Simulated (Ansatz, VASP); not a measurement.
# CdF2 in VASP and in Ansatz

```xyz
3
Lattice="0.0000 2.6940 2.6940 2.3909 0.0000 2.6940 2.3909 2.6940 0.0000" Properties=species:S:1:pos:R:3 pbc="T T T"
Cd    0.0000    0.0000    0.0000
F     1.1955    1.3470    1.3470
F     3.5864    4.0410    4.0410
```

Change from the starting cell: strain -0.1125 x Voigt [1, 0, 0, 0, 0, 0], atoms carried along.

Alike in both runs: task single point; functional r2SCAN; k mesh 8 × 8 × 8; occupations gaussian, width 0.05 eV; no spin polarisation.

|  | VASP | Ansatz |
| --- | --- | --- |
| version | VASP 6.6.1 | Ansatz 0.2.0 |
| potentials or method | VASP PAW PBE potentials, release 64 (Cd, F), cutoff 520 eV | scalar-relativistic, plane waves, PAW |
| valence electrons in the cell | 26 | 34 |

|  | VASP | Ansatz | Ansatz less VASP |
| --- | --- | --- | --- |
| gap on the k mesh at the Fermi level (eV) | 3.76 | 3.82 | +0.053 |
| least direct gap on the mesh (eV) | 4.24 | 4.30 | +0.063 |
| pressure (GPa) | 19.7 | 17.8 | -1.89 |
| traceless stress, the component that is largest in VASP (GPa) | 10.83 | 11.12 | +0.290 |

VASP's potentials were made for PBE, not for r2SCAN. With one functional, cell and mesh, what is left measures potentials, basis and numerics. VASP's potentials hold 26 valence electrons a cell and Ansatz's 34, so a difference there can come from the potentials and not from the codes.
